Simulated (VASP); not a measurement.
CuAu:

```
Cu Au
1.0
     2.81075    0.00000    0.00000
     0.00000    2.81075    0.00000
     0.00000    0.00000    3.68500
Cu Au
1 1
Direct
  0.50000 0.50000 0.50000
  0.00000 0.00000 0.00000
```

- Program: VASP 6.6.1
- Task: relaxation of cell and atoms
- Functional: PBE
- Potentials or basis: VASP PAW PBE potentials, release 64 (Cu, Au)
- Cutoff: 600 eV
- k mesh: 11 × 11 × 9
- Occupations: fermi-dirac, width 0.1 eV
- Spin: no spin polarisation

At the start: pressure 4.6 GPa; volume 14.56 Å³/atom.

Problem. How do energy, volume and symmetry change on relaxing?

Solution. Over 4 steps the energy falls by 6.4 meV/atom and the volume is 15.01 Å³/atom (+3.1 %); space group P4/mmm (No. 123, to 0.05 Å).

Step by step:
| step | energy change (eV) | largest force (eV/Å) | pressure (GPa) | volume (Å³) |
| --- | --- | --- | --- | --- |
| 1 | 0.0000 | 0.0000 | 4.59 | 29.11 |
| 2 | -0.0023 | 0.0000 | -3.89 | 30.91 |
| 3 | -0.0129 | 0.0000 | -0.07 | 30.04 |
| 4 | -0.0129 | 0.0000 | 0.04 | 30.02 |

Final structure:
```xyz
2
Lattice="2.8404 0.0000 0.0000 0.0000 2.8404 0.0000 0.0000 0.0000 3.7211" Properties=species:S:1:pos:R:3 pbc="T T T"
Cu    1.4202    1.4202    1.8606
Au    0.0000    0.0000    0.0000
```
